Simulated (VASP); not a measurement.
# GaN (Imm2) in VASP: a series of runs

Runs on GaN. Level: PBE. Tasks: single point.

All numbers are computed with VASP 6.6.1; they aren't measurements. Logs are shortened: lines on timing, memory, paths and dates and some standing lists are left out, and cuts for length are marked.

## 1. The cell of the first run

It takes space group Imm2 (No. 44, orthorhombic). Conventional cell: a = 3.216 Å, b = 3.216 Å, c = 4.548 Å, α = 90.00°, β = 90.00°, γ = 90.00°. Ga (site symmetry mm2) has 4 N at 1.89 to 2.06 Å within 2.5 Å. N (site symmetry mm2) has 4 Ga at 1.89 to 2.06 Å within 2.5 Å.

## 2. Single point, PBE (atoms displaced along a vibrational mode)

The input, INCAR:

```
SYSTEM = GaN
PREC     = Accurate       ! precision mode
ENCUT    = 520            ! plane-wave cutoff, eV
EDIFF    = 1E-6           ! SCF threshold, eV
ISMEAR   = 0              ! smearing method
SIGMA    = 0.05           ! smearing width, eV
LREAL    = .FALSE.        ! projectors in reciprocal space
LASPH    = .TRUE.         ! aspherical terms in the spheres
NELM     = 100            ! most SCF steps
ALGO     = Normal         ! electronic algorithm
ISIF     = 2              ! what is computed and relaxed
LWAVE    = .FALSE.        ! write WAVECAR
LCHARG   = .TRUE.         ! write CHGCAR
GGA      = PE             ! functional
LELF     = .TRUE.         ! ELF
LVHAR    = .TRUE.       
NBANDS   = 16             ! bands
```

The input, KPOINTS:

```
Automatic mesh
0
G
  10 10 10
  0 0 0
```

The input, POSCAR:

```
GaN
1.0
    0.0000000000      2.2742384928      2.2742384928
    2.2742384928      0.0000000000      2.2742384928
    2.2742384928      2.2742384928      0.0000000000
Ga N
1 1
Direct
    0.0053001030     -0.0053001030      0.0053001030
    0.7236175427      0.7763824573      0.7236175427
```

Potentials or basis: VASP PAW PBE potentials, release 64 (Ga_d, N).

Started as:

```
$ cat potpaw_PBE.64/Ga_d/POTCAR potpaw_PBE.64/N/POTCAR > POTCAR
$ mpirun -np 1 vasp_std > vasp.out
```

OUTCAR:

```text
SYSTEM = GaN
   PREC = Accurate
   ENCUT = 520
   EDIFF = 1E-6
   ISMEAR = 0
   LREAL = .FALSE.
   LASPH = .TRUE.
   NELM = 100
   ISIF = 2
   GGA = PE

 ion  position               nearest neighbor table
   1  0.005  0.995  0.005-   2 1.89   2 1.89   2 2.06   2 2.06
   2  0.724  0.776  0.724-   1 1.89   1 1.89   1 2.06   1 2.06

  LATTYP: Found a face centered cubic cell.
 ALAT       =     4.5484769856

  Lattice vectors:

 A1 = (   0.0000000000,   2.2742384928,   2.2742384928)
 A2 = (   2.2742384928,   0.0000000000,   2.2742384928)
 A3 = (   2.2742384928,   2.2742384928,   0.0000000000)

Analysis of symmetry for initial positions (statically):
=====================================================================
 Subroutine PRICEL returns:
 Original cell was already a primitive cell.

 Routine SETGRP: Setting up the symmetry group for a
 face centered cubic supercell.

 Subroutine GETGRP returns: Found  4 space group operations
 (whereof  4 operations were pure point group operations)
 out of a pool of 48 trial point group operations.

The static configuration has the point symmetry C_2v.

Analysis of symmetry for dynamics (positions and initial velocities):
=====================================================================
 Subroutine PRICEL returns:
 Original cell was already a primitive cell.

 Routine SETGRP: Setting up the symmetry group for a
 face centered cubic supercell.

 Subroutine GETGRP returns: Found  4 space group operations
 (whereof  4 operations were pure point group operations)
 out of a pool of 48 trial point group operations.

The dynamic configuration has the point symmetry C_2v.

 Subroutine INISYM returns: Found  4 space group operations
 (whereof  4 operations are pure point group operations),
 and found     1 'primitive' translations

----------------------------------------------------------------------------------------

                                     Primitive cell

  volume of cell :      23.5255

  direct lattice vectors                    reciprocal lattice vectors
     0.000000000  2.274238493  2.274238493    -0.219853811  0.219853811  0.219853811
     2.274238493  0.000000000  2.274238493     0.219853811 -0.219853811  0.219853811
     2.274238493  2.274238493  0.000000000     0.219853811  0.219853811 -0.219853811

  length of vectors
     3.216258921  3.216258921  3.216258921     0.380797971  0.380797971  0.380797971

  position of ions in fractional coordinates (direct lattice)
     0.005300103  0.994699897  0.005300103
     0.723617543  0.776382457  0.723617543

[... 77 lines left out ...]
   LREAL  =      F    real-space projection
   EDIFFG = 0.1E-04   stopping-criterion for IOM
   NSW    =      0    number of steps for IOM
   IBRION =     -1    ionic relax: 0-MD 1-quasi-New 2-CG
   NFREE  =      0    steps in history (QN), initial steepest desc. (CG)
   ISIF   =      2    stress and relaxation
   ISYM   =      2    0-nonsym 1-usesym 2-fastsym
   POTIM  = 0.5000    time-step for ionic-motion
   TEBEG  =    0.0;   TEEND  =   0.0 temperature during run
   PSTRESS=    0.0 pullay stress
   NELECT =      18.0000    total number of electrons
   NUPDOWN=      -1.0000    fix difference up-down
   EMIN   =  10.00;   EMAX   =-10.00  energy-range for DOS
   EFERMI =   0.00;   METHOD = LEGACY
   ISMEAR =     0;   SIGMA  =   0.05  broadening in eV -4-tet -1-fermi 0-gaus
   EFERMI_NEDOS =   21; number of points for ismear=-14 and -15
   IALGO  =     38    algorithm
   IMIX   =      4    mixing-type and parameters
     AMIX     =   0.40;   BMIX     =  1.00
     AMIX_MAG =   1.60;   BMIX_MAG =  1.00
  volume/ion in A,a.u.               =      11.76        79.38
  Fermi-wavevector in a.u.,A,eV,Ry     =   1.497337  2.829557 30.504523  2.242019
  Thomas-Fermi vector in A             =   2.609238
   LORBIT       =      0    0 simple, 1 ext, 2 COOP (PROOUT), +10 PAW based schemes
   GGA     = PE    functional components
   LHFCALC =     F    Hartree Fock is set to
   AEXX    =    0.0000 exact exchange contribution
   IVDW    =     0    specifies the selected vdW correction
   LEPSILON=     F    determine dielectric tensor
   LRPA    =     F    only Hartree local field effects (RPA)
 non-spin polarized calculation
 Gauss-broadening in eV      SIGMA  =   0.05
  energy-cutoff  :      520.00
  volume of cell :       23.53
 maximum number of plane-waves:       644
   NGX = 11   NGY = 11   NGZ = 11

 number of electron      18.0000000 magnetization

 Free energy of the ion-electron system (eV)
  ---------------------------------------------------
  ext. energy  EPLUGINS =         0.00000000
  ---------------------------------------------------
  free energy    TOTEN  =       -12.03782485 eV

  energy without entropy =      -12.03782485  energy(sigma->0) =      -12.03782485

 E-fermi :   5.5014     XC(G=0): -11.5204

 val. band max:        5.2093712683   @ k =   0.0000   0.0000   0.0000
 cond. band min:       6.5405942089   @ k =   0.0000   0.0000   0.0000
 fundamental gap:      1.3312229407
 Fermi energy:         5.5014315289

 k-point     1 :       0.0000    0.0000    0.0000
  band No.  band energies     occupation
      1     -10.7915      2.00000
      2      -8.5116      2.00000
      3      -8.4359      2.00000
      4      -8.4148      2.00000
      5      -8.1870      2.00000
      6      -8.1735      2.00000
[... 433 lines left out ...]
      3      -8.3499      2.00000
      4      -8.1979      2.00000
      5      -8.1333      2.00000
      6      -7.3354      2.00000
[... 8 lines left out ...]
     15      22.2773      0.00000
     16      24.2959      0.00000

 [... further k-points ...]

------------------------ aborting loop because EDIFF is reached ----------------------------------------

  FORCE on cell =-STRESS in cart. coord.  units (eV):
  Direction    XX          YY          ZZ          XY          YZ          ZX
  --------------------------------------------------------------------------------------
  -------------------------------------------------------------------------------------
  Total        0.3970724      0.0496721      0.3970724      0.0000000      0.0000000     -1.0303058
  in kB       27.0422146      3.3828697     27.0422146      0.0000000      0.0000000    -70.1679377
  external PRESSURE =      19.1557663 kB  Pullay stress =       0.0000000 kB

 VOLUME and BASIS-vectors are now :
 -----------------------------------------------------------------------------
  energy-cutoff  :      520.00
  volume of cell :       23.53
      direct lattice vectors                 reciprocal lattice vectors
     0.000000000  2.274238493  2.274238493    -0.219853811  0.219853811  0.219853811
     2.274238493  0.000000000  2.274238493     0.219853811 -0.219853811  0.219853811
     2.274238493  2.274238493  0.000000000     0.219853811  0.219853811 -0.219853811

 POSITION                                       TOTAL-FORCE (eV/Angst)
 -----------------------------------------------------------------------------------
      2.27424      0.02411      2.27424         0.000000     -1.585017      0.000000
      3.41136      3.29136      3.41136         0.000000      1.585017      0.000000
 -----------------------------------------------------------------------------------
    total drift:                               -0.000003      0.000781     -0.000002

  FREE ENERGIE OF THE ION-ELECTRON SYSTEM (eV)
  ---------------------------------------------------
  free  energy   TOTEN  =       -12.0378248535 eV

  energy  without entropy=      -12.0378248535  energy(sigma->0) =      -12.03782485
```

OSZICAR:

```text
N       E                     dE             d eps       ncg     rms          rms(c)
DAV:   1     0.806494904015E+02    0.80649E+02   -0.93191E+03  6184   0.200E+03
DAV:   2    -0.819177041294E+01   -0.88841E+02   -0.83140E+02  6168   0.328E+02
DAV:   3    -0.139764862969E+02   -0.57847E+01   -0.57615E+01  6360   0.704E+01
DAV:   4    -0.140427943460E+02   -0.66308E-01   -0.66299E-01  7008   0.808E+00
DAV:   5    -0.140436738149E+02   -0.87947E-03   -0.87946E-03  6512   0.830E-01    0.771E+00
DAV:   6    -0.120407463247E+02    0.20029E+01   -0.51406E+00  8304   0.399E+01    0.271E+00
DAV:   7    -0.120463549484E+02   -0.56086E-02   -0.31576E-01  5880   0.677E+00    0.177E+00
DAV:   8    -0.120420660665E+02    0.42889E-02   -0.64838E-02  6248   0.336E+00    0.839E-01
DAV:   9    -0.120375097019E+02    0.45564E-02   -0.14678E-02  8304   0.262E+00    0.222E-01
DAV:  10    -0.120379006630E+02   -0.39096E-03   -0.14069E-03  6080   0.479E-01    0.110E-01
DAV:  11    -0.120378203072E+02    0.80356E-04   -0.23225E-04  8056   0.239E-01    0.712E-03
DAV:  12    -0.120378250040E+02   -0.46968E-05   -0.24749E-05  6296   0.492E-02    0.651E-03
DAV:  13    -0.120378248535E+02    0.15048E-06   -0.58003E-07  4848   0.129E-02
   1 F= -.12037825E+02 E0= -.12037825E+02  d E =-.428950E-19
```

It took 23 s on 1 thread of Intel Xeon Platinum 8488C (Sapphire Rapids), shared host; peak memory 0.18 GiB.

What came out:

- Free energy: -12.0378 eV
- Pressure: 1.9 GPa
- Largest force: 1.585 eV/Å
- Band gap on the k mesh: 1.33 eV

Forces in eV/Å, atoms in the order of the input:
```
Ga   0.000 -1.585  0.000
N    0.000  1.585  0.000
```

Stress tensor (GPa, compression positive):
```
 2.70  0.00 -7.02
 0.00  0.34  0.00
-7.02  0.00  2.70
```

Levels at points of the mesh, in eV from the valence-band top:
```tsv
k point	band 5	band 6	band 7	band 8	band 9	band 10	band 11	band 12	band 13	band 14
(0.00, 0.00, 0.00)	-13.40	-13.38	-0.57	-0.17	0.00	1.33	9.78	9.90	10.25	16.95
(0.50, 0.00, 0.00)	-13.34	-12.09	-7.35	-1.44	-0.85	4.34	8.37	9.52	10.80	15.07
(0.00, 0.50, 0.00)	-13.35	-12.11	-6.81	-1.51	-0.82	4.08	8.28	9.35	10.51	15.13
(0.50, 0.50, 0.00)	-13.31	-11.70	-6.29	-2.79	-2.76	3.06	6.17	11.23	13.51	13.59
(0.50, 0.00, 0.50)	-13.31	-11.64	-6.18	-3.05	-2.64	3.09	6.32	11.23	13.11	13.82
```

Caveat: the cell differs from its parent crystal (atoms displaced along a vibrational mode); forces of over 1 eV/Å act on the atoms, so gaps and moduli don't describe the material at rest.

## 3. Single point, PBE (atoms displaced along a vibrational mode)

The input, INCAR:

```
SYSTEM = GaN
  ALGO = Normal
  EDIFF = 1E-7
  ENCUT = 520
  GGA = PE
  ISIF = 2
  ISMEAR = 0
  LASPH = .True.
  LCHARG = .False.
  LREAL = .False.
  LWAVE = .False.
  NBANDS = 16
  NELM = 100
  PREC = Accurate
  SIGMA = 0.05
```

The input, KPOINTS:

```
k-points
0
Gamma
  10 10 10
  0 0 0
```

The input, POSCAR:

```
GaN
1.0
    0.0000000000      2.2742384928      2.2742384928
    2.2742384928      0.0000000000      2.2742384928
    2.2742384928      2.2742384928      0.0000000000
Ga N
1 1
Direct
   -0.0046375901      0.0046375901     -0.0046375901
    0.7730846502      0.7269153498      0.7730846502
```

Potentials or basis: VASP PAW PBE potentials, release 64 (Ga_d, N).

Started as:

```
$ cat potpaw_PBE.64/Ga_d/POTCAR potpaw_PBE.64/N/POTCAR > POTCAR
$ mpirun -np 1 vasp_std > vasp.out
```

OUTCAR:

```text
SYSTEM = GaN
   EDIFF = 1E-7
   ENCUT = 520
   GGA = PE
   ISIF = 2
   ISMEAR = 0
   LASPH = .True.
   LREAL = .False.
   NELM = 100
   PREC = Accurate

 ion  position               nearest neighbor table
   1  0.995  0.005  0.995-   2 1.90   2 1.90   2 2.04   2 2.04
   2  0.773  0.727  0.773-   1 1.90   1 1.90   1 2.04   1 2.04

  LATTYP: Found a face centered cubic cell.
 ALAT       =     4.5484769856

  Lattice vectors:

 A1 = (   0.0000000000,   2.2742384928,   2.2742384928)
 A2 = (   2.2742384928,   0.0000000000,   2.2742384928)
 A3 = (   2.2742384928,   2.2742384928,   0.0000000000)

Analysis of symmetry for initial positions (statically):
=====================================================================
 Subroutine PRICEL returns:
 Original cell was already a primitive cell.

 Routine SETGRP: Setting up the symmetry group for a
 face centered cubic supercell.

 Subroutine GETGRP returns: Found  4 space group operations
 (whereof  4 operations were pure point group operations)
 out of a pool of 48 trial point group operations.

The static configuration has the point symmetry C_2v.

Analysis of symmetry for dynamics (positions and initial velocities):
=====================================================================
 Subroutine PRICEL returns:
 Original cell was already a primitive cell.

 Routine SETGRP: Setting up the symmetry group for a
 face centered cubic supercell.

 Subroutine GETGRP returns: Found  4 space group operations
 (whereof  4 operations were pure point group operations)
 out of a pool of 48 trial point group operations.

The dynamic configuration has the point symmetry C_2v.

 Subroutine INISYM returns: Found  4 space group operations
 (whereof  4 operations are pure point group operations),
 and found     1 'primitive' translations

----------------------------------------------------------------------------------------

                                     Primitive cell

  volume of cell :      23.5255
[... 108 lines left out ...]
     AMIX     =   0.40;   BMIX     =  1.00
     AMIX_MAG =   1.60;   BMIX_MAG =  1.00
  volume/ion in A,a.u.               =      11.76        79.38
  Fermi-wavevector in a.u.,A,eV,Ry     =   1.497337  2.829557 30.504523  2.242019
  Thomas-Fermi vector in A             =   2.609238
   LORBIT       =      0    0 simple, 1 ext, 2 COOP (PROOUT), +10 PAW based schemes
   GGA     = PE    functional components
   LHFCALC =     F    Hartree Fock is set to
   AEXX    =    0.0000 exact exchange contribution
   IVDW    =     0    specifies the selected vdW correction
   LEPSILON=     F    determine dielectric tensor
   LRPA    =     F    only Hartree local field effects (RPA)
 non-spin polarized calculation
 Gauss-broadening in eV      SIGMA  =   0.05
  energy-cutoff  :      520.00
  volume of cell :       23.53
 maximum number of plane-waves:       644
   NGX = 11   NGY = 11   NGZ = 11

 number of electron      17.9999997 magnetization

 Free energy of the ion-electron system (eV)
  ---------------------------------------------------
  ext. energy  EPLUGINS =         0.00000000
  ---------------------------------------------------
  free energy    TOTEN  =       -12.06467880 eV

  energy without entropy =      -12.06467880  energy(sigma->0) =      -12.06467880

 E-fermi :   5.5032     XC(G=0): -11.5204

 val. band max:        5.1888673732   @ k =   0.0000   0.0000   0.0000
 cond. band min:       6.5389684151   @ k =   0.0000   0.0000   0.0000
 fundamental gap:      1.3501010419
 Fermi energy:         5.5031783293

 k-point     1 :       0.0000    0.0000    0.0000
  band No.  band energies     occupation
      1     -10.7739      2.00000
      2      -8.4981      2.00000
      3      -8.4315      2.00000
      4      -8.4194      2.00000
      5      -8.1767      2.00000
      6      -8.1662      2.00000
[... 433 lines left out ...]
      3      -8.3813      2.00000
      4      -8.1855      2.00000
      5      -8.1299      2.00000
      6      -7.3324      2.00000
[... 8 lines left out ...]
     15      22.7542      0.00000
     16      24.2748      0.00000

 [... further k-points ...]

------------------------ aborting loop because EDIFF is reached ----------------------------------------

  FORCE on cell =-STRESS in cart. coord.  units (eV):
  Direction    XX          YY          ZZ          XY          YZ          ZX
  --------------------------------------------------------------------------------------
  -------------------------------------------------------------------------------------
  Total        0.3046373      0.0383033      0.3046373      0.0000000      0.0000000      0.8981950
  in kB       20.7470186      2.6086107     20.7470186      0.0000000      0.0000000     61.1706649
  external PRESSURE =      14.7008826 kB  Pullay stress =       0.0000000 kB

 VOLUME and BASIS-vectors are now :
 -----------------------------------------------------------------------------
  energy-cutoff  :      520.00
  volume of cell :       23.53
      direct lattice vectors                 reciprocal lattice vectors
     0.000000000  2.274238493  2.274238493    -0.219853811  0.219853811  0.219853811
     2.274238493  0.000000000  2.274238493     0.219853811 -0.219853811  0.219853811
     2.274238493  2.274238493  0.000000000     0.219853811  0.219853811 -0.219853811

 POSITION                                       TOTAL-FORCE (eV/Angst)
 -----------------------------------------------------------------------------------
      2.27424      4.52738      2.27424        -0.000000      1.395360     -0.000000
      3.41136      3.51636      3.41136         0.000000     -1.395360      0.000000
 -----------------------------------------------------------------------------------
    total drift:                                0.000005     -0.000815      0.000004

  FREE ENERGIE OF THE ION-ELECTRON SYSTEM (eV)
  ---------------------------------------------------
  free  energy   TOTEN  =       -12.0646787968 eV

  energy  without entropy=      -12.0646787968  energy(sigma->0) =      -12.06467880
```

OSZICAR:

```text
N       E                     dE             d eps       ncg     rms          rms(c)
DAV:   1     0.816003337195E+02    0.81600E+02   -0.93037E+03  6152   0.200E+03
DAV:   2    -0.810208187399E+01   -0.89702E+02   -0.83752E+02  6216   0.330E+02
DAV:   3    -0.139900507677E+02   -0.58880E+01   -0.58643E+01  6456   0.709E+01
DAV:   4    -0.140584306036E+02   -0.68380E-01   -0.68373E-01  6888   0.827E+00
DAV:   5    -0.140593161759E+02   -0.88557E-03   -0.88557E-03  6624   0.836E-01    0.769E+00
DAV:   6    -0.120676175649E+02    0.19917E+01   -0.50942E+00  8264   0.397E+01    0.271E+00
DAV:   7    -0.120730264760E+02   -0.54089E-02   -0.31332E-01  5944   0.675E+00    0.177E+00
DAV:   8    -0.120688958832E+02    0.41306E-02   -0.64470E-02  6168   0.332E+00    0.838E-01
DAV:   9    -0.120643635742E+02    0.45323E-02   -0.14484E-02  8288   0.261E+00    0.222E-01
DAV:  10    -0.120647572593E+02   -0.39369E-03   -0.14052E-03  6056   0.479E-01    0.111E-01
DAV:  11    -0.120646741970E+02    0.83062E-04   -0.23829E-04  8072   0.243E-01    0.717E-03
DAV:  12    -0.120646790214E+02   -0.48245E-05   -0.25680E-05  6216   0.495E-02    0.685E-03
DAV:  13    -0.120646788730E+02    0.14845E-06   -0.67883E-07  7000   0.128E-02    0.234E-03
DAV:  14    -0.120646787968E+02    0.76162E-07   -0.62897E-08  4672   0.320E-03
   1 F= -.12064679E+02 E0= -.12064679E+02  d E =-.194346E-21
```

It took 25 s on 1 thread of Intel Xeon Platinum 8488C (Sapphire Rapids), shared host; peak memory 0.18 GiB.

What came out:

| Item | Value |
| --- | --- |
| Free energy | -12.0647 eV |
| Pressure | 1.5 GPa |
| Largest force | 1.395 eV/Å |
| Band gap on the k mesh | 1.35 eV |

Forces on the atoms (eV/Å):
```
Ga   0.000  1.395  0.000
N    0.000 -1.395  0.000
```

Stress tensor (GPa, compression positive):
```
2.07 0.00 6.12
0.00 0.26 0.00
6.12 0.00 2.07
```

Levels at points of the mesh, in eV from the valence-band top:
```
           k point  band 7  band 8  band 9  band 10  band 11  band 12
(0.00, 0.00, 0.00)   -0.50   -0.16    0.00     1.35     9.81     9.92
(0.50, 0.00, 0.00)   -6.82   -1.44   -0.84     4.12     8.32     9.44
(0.00, 0.50, 0.00)   -7.30   -1.39   -0.86     4.35     8.39     9.60
(0.50, 0.50, 0.00)   -6.26   -2.78   -2.75     3.09     6.21    11.27
(0.50, 0.00, 0.50)   -6.17   -3.00   -2.64     3.12     6.33    11.27
```

Caveat: the cell differs from its parent crystal (atoms displaced along a vibrational mode); forces of over 1 eV/Å act on the atoms, so gaps and moduli don't describe the material at rest.
